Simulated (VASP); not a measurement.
# Si: single point with PBE

Si:

```xyz
2
Lattice="0.0000 2.5319 3.0373 2.5319 0.0000 3.0373 2.5319 2.5319 0.0000" Properties=species:S:1:pos:R:3 pbc="T T T"
Si    2.5319    2.5319    3.0373
Si    3.7979    3.7979    4.5559
```

This cell differs from its parent crystal: volume 19.471 Å^3 an atom, c/a of the conventional cell 1.1996.

| Item | Value |
| --- | --- |
| Program | VASP 6.6.1 |
| Task | single point |
| Functional | PBE |
| Potentials or basis | VASP PAW PBE potentials, release 64 (Si) |
| Cutoff | 520 eV |
| k mesh | 10 × 10 × 10 |
| Occupations | gaussian, width 0.05 eV |
| Spin | no spin polarisation |

```
Pressure               : 3.4 GPa
Band gap on the k mesh : zero (band 4 reaches 6.71 eV, above the bottom of band 5 at 6.20 eV)
```

Stress tensor (GPa, compression positive):
```
 10.62   0.00   0.00
  0.00  10.62   0.00
  0.00   0.00 -10.90
```

Levels at points of the mesh, in eV from the Fermi level:
```tsv
k point	band 2	band 3	band 4	band 5	band 6	band 7
(0.00, 0.00, 0.00)	-1.41	0.21	0.21	2.18	2.18	2.56
(0.50, 0.00, 0.00)	-7.44	-2.51	-0.54	0.23	3.48	3.77
(0.50, 0.50, 0.00)	-8.98	-2.22	-2.22	1.34	1.34	9.94
(0.50, 0.00, 0.50)	-7.84	-3.64	-3.64	-0.12	-0.12	7.88
```

Run time: 43 s on 1 thread of Intel(R) Xeon(R) Platinum 8259CL CPU @ 2.50GHz (Skylake/Cascade Lake), with other jobs on the host, peak memory 0.17 GiB.
